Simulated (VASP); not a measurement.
Set up this calculation in VASP 6.6.1, as the native input.

| Property | Result |
| --- | --- |
| Task | relaxation of cell and atoms |
| Functional | PBE |
| Potentials or basis | VASP PAW PBE potentials, release 64 (Ga_d) |
| Cutoff | 600 eV |
| k mesh | 15 × 15 × 15 |
| Occupations | gaussian, width 0.1 eV |
| Spin | no spin polarisation |
| Dipole correction | no |
| Further INCAR settings | ALGO = Normal; EDIFF = 1e-07; IBRION = 2; EDIFFG = -0.01; NSW = 100; ISIF = 3 |

The structure of Ga lies in POSCAR:

```
Ga
1.0
    1.7463559598      1.0082590835      1.8601561349
   -1.7463559598      1.0082590835      1.8601561349
    0.0000000000     -2.0165181670      1.8601561349
Ga
1
Direct
    0.5000000000      0.5000000000      0.5000000000
```

The input as run:

INCAR

```
  ALGO = Normal
  EDIFF = 1E-7
  EDIFFG = -0.01
  ENCUT = 600
  GGA = PE
  IBRION = 2
  ISIF = 3
  ISMEAR = 0
  LASPH = T
  LCHARG = F
  LREAL = F
  LWAVE = F
  NELM = 60
  NSW = 100
  PREC = Accurate
  SIGMA = 0.1
```

KPOINTS

```
k-points
0
Gamma
  15 15 15
```

Potentials or basis: VASP PAW PBE potentials, release 64 (Ga_d).

The run is started by

```sh
$ cat potpaw_PBE.64/Ga_d/POTCAR > POTCAR
$ mpirun -np 1 vasp_std > vasp.out
```

Results of the run:

```yaml
Relaxed_volume: 19.36 Å³/atom
Relaxed_cell: a = 2.761 Å, b = 2.761 Å, c = 2.761 Å, α = 75.59°, β = 75.59°, γ = 75.59°
Space_group_after_relaxing_to_0.1_Å: R-3m (No. 166)
Energy_gained_by_relaxing: 11.6 meV/atom
Ionic_steps: 6
Pressure_after_relaxing: 0.0 GPa
Band_gap_on_the_k_mesh: zero (an odd number of electrons rules out a gap without spin polarisation)
```

It took 2.4 min on 1 thread of Intel(R) Xeon(R) Platinum 8259CL CPU @ 2.50GHz (Skylake/Cascade Lake), on a shared host, peak memory 0.22 GiB.
